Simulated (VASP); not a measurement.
Ga3Se: single point with r2SCAN

Ga3Se:

```
Ga Se
1.0
     4.43246    0.00000    0.00000
     0.00000    4.43246    0.00000
     0.00000    0.00000    4.49156
Ga Se
3 1
Direct
  0.00000 0.50000 0.50000
  0.50000 0.00000 0.50000
  0.50000 0.50000 0.00000
  0.00000 0.00000 0.00000
```

- Program: VASP 6.6.1
- Task: single point
- Functional: r2SCAN
- Potentials or basis: VASP PAW PBE potentials, release 64 (Ga_d, Se)
- Cutoff: 520 eV
- k mesh: 8 × 8 × 8
- Occupations: fermi-dirac, width 0.05 eV
- Spin: no spin polarisation

| Property | Result |
| --- | --- |
| Pressure | -2.1 GPa |
| Band gap on the k mesh | zero (an odd number of electrons rules out a gap without spin polarisation) |

Stress tensor (GPa, compression positive):
```
-2.05  0.00  0.00
 0.00 -2.05  0.00
 0.00  0.00 -2.22
```

Levels at points of the mesh, in eV from the Fermi level:
```csv
k point,band 19,band 20,band 21,band 22,band 23,band 24,band 25,band 26
"(0.00, 0.00, 0.00)",-3.86,-3.86,-2.94,-2.79,1.59,1.61,1.61,4.61
"(0.50, 0.00, 0.00)",-2.99,-2.91,-2.25,-1.14,-0.32,-0.18,1.41,4.22
"(0.50, 0.50, 0.00)",-6.60,-2.35,-0.87,-0.87,-0.71,1.30,1.75,1.75
"(0.00, 0.00, 0.50)",-2.95,-2.95,-2.16,-1.11,-0.25,-0.25,1.51,4.11
"(0.50, 0.00, 0.50)",-6.65,-2.30,-0.75,-0.71,-0.57,1.50,1.83,1.83
"(0.50, 0.50, 0.50)",-5.23,-5.00,-5.00,-4.98,-3.66,3.98,4.18,4.18
```

Wall time 5 min on 1 thread of Intel(R) Xeon(R) 6975P-C (Granite Rapids), with other jobs on the host, peak memory 0.32 GiB.

Caveat: the PAW data sets were made with another functional, which shifts forces and pressure a little.
